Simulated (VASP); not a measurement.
# TiPd3 (Pm-3m) in VASP: further runs, part 2 of 3

VASP 6.6.1.

## (3) Electric field gradients, LDA (13.66 Å³/atom)

Contents of INCAR:

```
  PREC = Accurate
  ENCUT = 520
  EDIFF = 1E-8
  ISMEAR = -1
  SIGMA = 0.05
  LREAL = F
  LASPH = T
  NELM = 100
  ALGO = Normal
  ISIF = 2
  LWAVE = F
  LCHARG = F
  LEFG = T
  NBANDS = 29
```

Contents of KPOINTS:

```
Automatic mesh
0
Gamma
  11 11 11
```

Contents of POSCAR:

```
TiPd3
1.0
    3.7943616436      0.0000000000      0.0000000000
    0.0000000000      3.7943616436      0.0000000000
    0.0000000000      0.0000000000      3.7943616436
Ti Pd
1 3
Direct
    0.0000000000      0.0000000000      0.0000000000
    0.0000000000      0.5000000000      0.5000000000
    0.5000000000      0.0000000000      0.5000000000
    0.5000000000      0.5000000000      0.0000000000
```

Potentials or basis: VASP PAW LDA potentials, release 64 (Ti_sv, Pd).

On the command line:

```bash
> cat potpaw_LDA.64/Ti_sv/POTCAR potpaw_LDA.64/Pd/POTCAR > POTCAR
> mpirun -np 1 vasp_std > vasp.out
```

OUTCAR:

```text
PREC = Accurate
   ENCUT = 520
   EDIFF = 1E-8
   ISMEAR = -1
   LREAL = F
   LASPH = T
   NELM = 100
   ISIF = 2

 ion  position               nearest neighbor table
   1  0.000  0.000  0.000-   2 2.68   3 2.68   4 2.68   2 2.68   3 2.68   2 2.68   4 2.68   2 2.68
                             3 2.68   4 2.68   3 2.68   4 2.68
   2  0.000  0.500  0.500-   1 2.68   3 2.68   4 2.68   1 2.68   4 2.68   1 2.68   3 2.68   1 2.68
                             3 2.68   4 2.68   4 2.68   3 2.68
   3  0.500  0.000  0.500-   1 2.68   2 2.68   4 2.68   1 2.68   4 2.68   2 2.68   4 2.68   4 2.68
                             1 2.68   2 2.68   1 2.68   2 2.68
   4  0.500  0.500  0.000-   1 2.68   2 2.68   3 2.68   2 2.68   3 2.68   1 2.68   3 2.68   3 2.68
                             1 2.68   2 2.68   2 2.68   1 2.68

  LATTYP: Found a simple cubic cell.
 ALAT       =     3.7943616436

  Lattice vectors:

 A1 = (   3.7943616436,   0.0000000000,   0.0000000000)
 A2 = (   0.0000000000,   3.7943616436,   0.0000000000)
 A3 = (   0.0000000000,   0.0000000000,   3.7943616436)

Analysis of symmetry for initial positions (statically):
=====================================================================
 Subroutine PRICEL returns:
 Original cell was already a primitive cell.

 Routine SETGRP: Setting up the symmetry group for a
 simple cubic supercell.

 Subroutine GETGRP returns: Found 48 space group operations
 (whereof 48 operations were pure point group operations)
 out of a pool of 48 trial point group operations.

The static configuration has the point symmetry O_h .

Analysis of symmetry for dynamics (positions and initial velocities):
=====================================================================
 Subroutine PRICEL returns:
[... 934 lines left out ...]

 [... further k-points ...]
[... 5 lines left out ...]
  --------------------------------------------------------------------------------------
  -------------------------------------------------------------------------------------
  Total        2.6696775      2.6696775      2.6696775      0.0000000      0.0000000     -0.0000000
  in kB       78.2984597     78.2984597     78.2984597      0.0000000      0.0000000     -0.0000000
  external PRESSURE =      78.2984597 kB  Pullay stress =       0.0000000 kB

 VOLUME and BASIS-vectors are now :
 -----------------------------------------------------------------------------
  energy-cutoff  :      520.00
  volume of cell :       54.63
      direct lattice vectors                 reciprocal lattice vectors
     3.794361644  0.000000000  0.000000000     0.263548943  0.000000000  0.000000000
     0.000000000  3.794361644  0.000000000     0.000000000  0.263548943  0.000000000
     0.000000000  0.000000000  3.794361644     0.000000000  0.000000000  0.263548943

 POSITION                                       TOTAL-FORCE (eV/Angst)
 -----------------------------------------------------------------------------------
      0.00000      0.00000      0.00000         0.000000      0.000000      0.000000
      0.00000      1.89718      1.89718         0.000000      0.000000      0.000000
      1.89718      0.00000      1.89718         0.000000      0.000000      0.000000
      1.89718      1.89718      0.00000         0.000000      0.000000      0.000000
 -----------------------------------------------------------------------------------
    total drift:                                0.000000      0.000000      0.000000

  FREE ENERGIE OF THE ION-ELECTRON SYSTEM (eV)
  ---------------------------------------------------
  free  energy   TOTEN  =       -30.7727502447 eV

  energy  without entropy=      -30.7614076546  energy(sigma->0) =      -30.76707895

 Electric field gradients (V/A^2)
---------------------------------------------------------------------
 ion       V_xx      V_yy      V_zz      V_xy      V_xz      V_yz
---------------------------------------------------------------------
   1       0.000     0.000     0.000    -0.000    -0.000    -0.000
   2     -64.428    32.214    32.214     0.000    -0.000     0.000
   3      32.214   -64.428    32.214    -0.000    -0.000    -0.000
   4      32.214    32.214   -64.428    -0.000    -0.000    -0.000
---------------------------------------------------------------------

 Electric field gradients after diagonalization (V/A^2)
 (convention: |V_zz| > |V_xx| > |V_yy|)
----------------------------------------------------------------------
 ion       V_xx      V_yy      V_zz     asymmetry (V_yy - V_xx)/ V_zz
----------------------------------------------------------------------
   1       0.000     0.000     0.000      -0.615
   2      32.214    32.214   -64.428       0.000
   3      32.214    32.214   -64.428       0.000
   4      32.214    32.214   -64.428       0.000
----------------------------------------------------------------------

           NMR quadrupolar parameters

 Cq : quadrupolar parameter    Cq=e*Q*V_zz/h
 eta: asymmetry parameters     (V_yy - V_xx)/ V_zz
 Q  : nuclear electric quadrupole moment in mb (millibarn)
----------------------------------------------------------------------
 ion       Cq(MHz)       eta       Q (mb)
----------------------------------------------------------------------
   1       0.000      -0.615       1.000
   2      -0.156       0.000       1.000
   3      -0.156       0.000       1.000
   4      -0.156       0.000       1.000
----------------------------------------------------------------------
```

OSZICAR:

```text
N       E                     dE             d eps       ncg     rms          rms(c)
DAV:   1     0.380519743716E+03    0.38052E+03   -0.21063E+04  3248   0.159E+03
DAV:   2    -0.112070874886E+02   -0.39173E+03   -0.37464E+03  3383   0.416E+02
DAV:   3    -0.333211420651E+02   -0.22114E+02   -0.21507E+02  3912   0.100E+02
DAV:   4    -0.341030102157E+02   -0.78187E+00   -0.77903E+00  4153   0.164E+01
DAV:   5    -0.341213634141E+02   -0.18353E-01   -0.18352E-01  3880   0.252E+00    0.186E+01
DAV:   6    -0.318328962614E+02    0.22885E+01   -0.10498E+01  3421   0.305E+01    0.125E+01
DAV:   7    -0.314264217793E+02    0.40647E+00   -0.14411E+01  3625   0.288E+01    0.755E+00
DAV:   8    -0.307889371184E+02    0.63748E+00   -0.10411E+00  3519   0.951E+00    0.254E+00
DAV:   9    -0.307972370407E+02   -0.82999E-02   -0.26760E-01  4646   0.318E+00    0.137E+00
DAV:  10    -0.307735951031E+02    0.23642E-01   -0.67712E-02  3676   0.228E+00    0.323E-01
DAV:  11    -0.307733964973E+02    0.19861E-03   -0.17017E-03  3642   0.307E-01    0.222E-01
DAV:  12    -0.307727472738E+02    0.64922E-03   -0.19702E-03  3849   0.373E-01    0.189E-02
DAV:  13    -0.307727517085E+02   -0.44347E-05   -0.51618E-05  3572   0.537E-02    0.158E-02
DAV:  14    -0.307727508047E+02    0.90378E-06   -0.15798E-05  3786   0.297E-02    0.788E-03
DAV:  15    -0.307727502621E+02    0.54267E-06   -0.21253E-06  3653   0.124E-02    0.112E-03
DAV:  16    -0.307727502454E+02    0.16700E-07   -0.13341E-07  4114   0.256E-03    0.384E-04
DAV:  17    -0.307727502447E+02    0.66029E-09   -0.10436E-08  1992   0.802E-04
   1 F= -.30772750E+02 E0= -.30767079E+02  d E =-.113426E-01
```

stdout:

```text
POSCAR found type information on POSCAR TiPd
 POSCAR found :  2 types and       4 ions
 scaLAPACK will be used
 LDA part: xc-table for (Slater(with rela. corr.)+CA(PZ))
 , standard interpolation
 POSCAR, INCAR and KPOINTS ok, starting setup
 FFT: planning ... GRIDC
 FFT: planning ... GRID_SOFT
 FFT: planning ... GRID
 WAVECAR not read
 entering main loop
ion   1

ion   2

ion   3

ion   4
```

Wall time 49 s (1 thread of AMD EPYC 9R45 (Zen 5), shared host); peak memory 0.16 GiB.

What came out:

* Free energy: -30.7728 eV
* Pressure: 7.8 GPa
* Band gap on the k mesh: zero (bands 21 and 22 overlap by 1.39 eV)
* Largest electric field gradient by atom: Ti +0.0; Pd -64.4 V/Å²

Levels at points of the mesh, in eV from the Fermi level:
```
           k point  band 17  band 18  band 19  band 20  band 21  band 22  band 23  band 24  band 25  band 26
(0.00, 0.00, 0.00)    -1.14    -0.60    -0.60    -0.60     1.24     1.24     1.95     1.95     1.95     2.50
```

Electric field gradients, principal values (V/Å²):
| atom | least | middle | greatest (by size) |
| --- | --- | --- | --- |
| 1 Ti | 0.000 | 0.000 | 0.000 |
| 2 Pd | 32.214 | 32.214 | -64.428 |
| 3 Pd | 32.214 | 32.214 | -64.428 |
| 4 Pd | 32.214 | 32.214 | -64.428 |

Caveat: the cell stands under pressure; without QUAD_EFG the Cq values of the log hold for a quadrupole moment of 1 mb, not for the nuclei.

## (4) Electric field gradients, LDA (14.08 Å³/atom)

This run uses another cell than the first one, of 14.08 Å³/atom.

Contents of INCAR:

```
SYSTEM = TiPd3
PREC = Accurate
ENCUT = 520
EDIFF = 1E-8
ISMEAR = -1
SIGMA = 0.05
LREAL = .False.
LASPH = .True.
NELM = 80
ALGO = Normal
ISIF = 2
LWAVE = .False.
LCHARG = .False.
LEFG = .True.
NBANDS = 29
```

Contents of KPOINTS:

```
regular mesh
0
Gamma
  11 11 11
  0 0 0
```

Contents of POSCAR:

```
TiPd3
1.0
    3.8326911231      0.0000000000      0.0000000000
    0.0000000000      3.8326911231      0.0000000000
    0.0000000000      0.0000000000      3.8326911231
Ti Pd
1 3
Direct
    0.0000000000      0.0000000000      0.0000000000
    0.0000000000      0.5000000000      0.5000000000
    0.5000000000      0.0000000000      0.5000000000
    0.5000000000      0.5000000000      0.0000000000
```

Potentials or basis: VASP PAW LDA potentials, release 64 (Ti_sv, Pd).

On the command line:

```bash
> cat potpaw_LDA.64/Ti_sv/POTCAR potpaw_LDA.64/Pd/POTCAR > POTCAR
> mpirun -np 1 vasp_std > vasp.out
```

OUTCAR:

```text
SYSTEM = TiPd3
   PREC = Accurate
   ENCUT = 520
   EDIFF = 1E-8
   ISMEAR = -1
   LREAL = .False.
   LASPH = .True.
   NELM = 80
   ISIF = 2

 ion  position               nearest neighbor table
   1  0.000  0.000  0.000-   2 2.71   3 2.71   4 2.71   2 2.71   3 2.71   2 2.71   4 2.71   2 2.71
                             3 2.71   4 2.71   3 2.71   4 2.71
   2  0.000  0.500  0.500-   1 2.71   3 2.71   4 2.71   1 2.71   4 2.71   1 2.71   3 2.71   1 2.71
                             3 2.71   4 2.71   4 2.71   3 2.71
   3  0.500  0.000  0.500-   1 2.71   2 2.71   4 2.71   1 2.71   4 2.71   2 2.71   4 2.71   4 2.71
                             1 2.71   2 2.71   1 2.71   2 2.71
   4  0.500  0.500  0.000-   1 2.71   2 2.71   3 2.71   2 2.71   3 2.71   1 2.71   3 2.71   3 2.71
                             1 2.71   2 2.71   2 2.71   1 2.71

  LATTYP: Found a simple cubic cell.
[... 1001 lines left out ...]
   1      -0.000     0.000    -0.000    -0.000     0.000    -0.000
   2     -61.839    30.919    30.919     0.000    -0.000     0.000
   3      30.919   -61.839    30.919    -0.000     0.000    -0.000
   4      30.919    30.919   -61.839    -0.000     0.000    -0.000
---------------------------------------------------------------------

 Electric field gradients after diagonalization (V/A^2)
 (convention: |V_zz| > |V_xx| > |V_yy|)
----------------------------------------------------------------------
 ion       V_xx      V_yy      V_zz     asymmetry (V_yy - V_xx)/ V_zz
----------------------------------------------------------------------
   1       0.000    -0.000    -0.000       0.138
   2      30.919    30.919   -61.839       0.000
   3      30.919    30.919   -61.839       0.000
   4      30.919    30.919   -61.839       0.000
----------------------------------------------------------------------

           NMR quadrupolar parameters

 Cq : quadrupolar parameter    Cq=e*Q*V_zz/h
 eta: asymmetry parameters     (V_yy - V_xx)/ V_zz
 Q  : nuclear electric quadrupole moment in mb (millibarn)
----------------------------------------------------------------------
 ion       Cq(MHz)       eta       Q (mb)
----------------------------------------------------------------------
   1      -0.000       0.138       1.000
   2      -0.150       0.000       1.000
   3      -0.150       0.000       1.000
   4      -0.150       0.000       1.000
----------------------------------------------------------------------
```

OSZICAR:

```text
N       E                     dE             d eps       ncg     rms          rms(c)
DAV:   1     0.375286914080E+03    0.37529E+03   -0.20997E+04  3248   0.158E+03
DAV:   2    -0.112556585368E+02   -0.38654E+03   -0.36904E+03  3363   0.413E+02
DAV:   3    -0.335304796777E+02   -0.22275E+02   -0.21643E+02  3907   0.100E+02
DAV:   4    -0.342697585187E+02   -0.73928E+00   -0.73691E+00  4190   0.161E+01
DAV:   5    -0.342893354357E+02   -0.19577E-01   -0.19576E-01  3798   0.260E+00    0.175E+01
DAV:   6    -0.320154596418E+02    0.22739E+01   -0.11309E+01  3419   0.309E+01    0.131E+01
DAV:   7    -0.315152538980E+02    0.50021E+00   -0.17156E+01  3668   0.304E+01    0.736E+00
DAV:   8    -0.308395138202E+02    0.67574E+00   -0.10266E+00  3511   0.929E+00    0.251E+00
DAV:   9    -0.308446201563E+02   -0.51063E-02   -0.33663E-01  4672   0.360E+00    0.151E+00
DAV:  10    -0.308166213797E+02    0.27999E-01   -0.80649E-02  3668   0.249E+00    0.343E-01
DAV:  11    -0.308162641266E+02    0.35725E-03   -0.20462E-03  3675   0.322E-01    0.238E-01
DAV:  12    -0.308155613991E+02    0.70273E-03   -0.20711E-03  3953   0.372E-01    0.227E-02
DAV:  13    -0.308155647989E+02   -0.33998E-05   -0.57226E-05  3607   0.535E-02    0.166E-02
DAV:  14    -0.308155634659E+02    0.13331E-05   -0.20047E-05  3772   0.334E-02    0.845E-03
DAV:  15    -0.308155627727E+02    0.69315E-06   -0.26012E-06  3612   0.137E-02    0.132E-03
DAV:  16    -0.308155627456E+02    0.27127E-07   -0.16116E-07  4043   0.284E-03    0.372E-04
DAV:  17    -0.308155627450E+02    0.62573E-09   -0.15992E-08  2203   0.996E-04
   1 F= -.30815563E+02 E0= -.30809560E+02  d E =-.120055E-01
```

stdout:

```text
POSCAR found type information on POSCAR TiPd
 POSCAR found :  2 types and       4 ions
 scaLAPACK will be used
 LDA part: xc-table for (Slater(with rela. corr.)+CA(PZ))
 , standard interpolation
 POSCAR, INCAR and KPOINTS ok, starting setup
 FFT: planning ... GRIDC
 FFT: planning ... GRID_SOFT
 FFT: planning ... GRID
 WAVECAR not read
 entering main loop
ion   1

ion   2

ion   3

ion   4
```

Run time: 56 s. Hardware: 1 thread of AMD EPYC 9R45 (Zen 5), shared host; peak memory 0.16 GiB.

Results:

```yaml
Free_energy: -30.8156 eV
Pressure: 0.4 GPa
Band_gap_on_the_k_mesh: zero (bands 21 and 22 overlap by 1.31 eV)
Largest_electric_field_gradient_by_atom: Ti +0.0; Pd -61.8 V/Å²
```

Levels at points of the mesh, in eV from the Fermi level:
```csv
k point,band 17,band 18,band 19,band 20,band 21,band 22,band 23,band 24,band 25,band 26
"(0.00, 0.00, 0.00)",-1.13,-0.61,-0.61,-0.61,1.18,1.18,1.86,1.86,1.86,2.46
```

Electric field gradients, principal values (V/Å²):
```
atom   least  middle  greatest (by size)
1 Ti   0.000   0.000               0.000
2 Pd  30.919  30.919             -61.839
3 Pd  30.919  30.919             -61.839
4 Pd  30.919  30.919             -61.839
```

Caveat: without QUAD_EFG the Cq values of the log hold for a quadrupole moment of 1 mb, not for the nuclei.

(Continued in part 3 of 3.)
